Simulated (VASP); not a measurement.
PbS: relaxation of cell and atoms with PBE

The system is PbS.

```
Pb S
1.0
     3.66027    0.00000    0.00000
     0.00000    3.66027    0.00000
     0.00000    0.00000    3.66027
Pb S
1 1
Direct
  0.00000 0.00000 0.00000
  0.50000 0.50000 0.50000
```

```
Program                : VASP 6.6.1
Task                   : relaxation of cell and atoms
Functional             : PBE
Potentials or basis    : VASP PAW PBE potentials, release 64 (Pb_d, S)
Cutoff                 : 600 eV
k mesh                 : 16 × 16 × 16
Occupations            : gaussian, width 0.1 eV
Spin                   : no spin polarisation
Dipole correction      : no
Further INCAR settings : ALGO = Normal; EDIFF = 1e-07; IBRION = 2; EDIFFG = -0.01; NSW = 100; ISIF = 3
```

```json
{
 "Relaxed volume": "24.37 Å³/atom",
 "Relaxed cell": "a = 3.653 Å, b = 3.653 Å, c = 3.653 Å, α = 90.00°, β = 90.00°, γ = 90.00°",
 "Space group after relaxing (to 0.1 Å)": "Pm-3m (No. 221)",
 "Energy gained by relaxing": "0.2 meV/atom",
 "Ionic steps": "3",
 "Pressure after relaxing": "0.0 GPa",
 "Band gap on the k mesh": "zero (bands 10 and 11 overlap by 0.45 eV)"
}
```

Step by step:
```csv
step,energy change (eV),largest force (eV/Å),pressure (GPa),volume (Å³)
1,0.0000,0.0000,-0.33,49.04
2,-0.0003,0.0000,0.07,48.68
3,-0.0003,0.0000,0.00,48.74
```

Final structure:
```yaml
crystal:
  lattice:
    - [3.65278, 0.00000, 0.00000]
    - [0.00000, 3.65278, 0.00000]
    - [0.00000, 0.00000, 3.65278]
  atoms:
    - { symbol: Pb, position: [0.00000, 0.00000, 0.00000] }
    - { symbol: S, position: [0.50000, 0.50000, 0.50000] }
```

Levels at points of the mesh, in eV from the Fermi level:
```tsv
k point	band 8	band 9	band 10	band 11	band 12	band 13
(0.00, 0.00, 0.00)	-1.53	-1.53	-1.53	5.55	5.55	6.59
(0.50, 0.00, 0.00)	-0.42	-0.42	-0.06	0.39	4.00	4.00
(0.50, 0.50, 0.00)	-4.37	-4.37	-0.22	4.25	4.25	5.99
(0.50, 0.50, 0.50)	-2.32	-2.32	-2.32	-0.40	-0.40	-0.40
```

Wall time 6.5 min on 1 thread of Intel Xeon 8259CL, on a shared host, peak memory 0.29 GiB.

Caveat: semilocal functionals underestimate gaps, so a narrow gap can read as zero; spin-orbit coupling is left out, which moves the levels of the heavy elements.
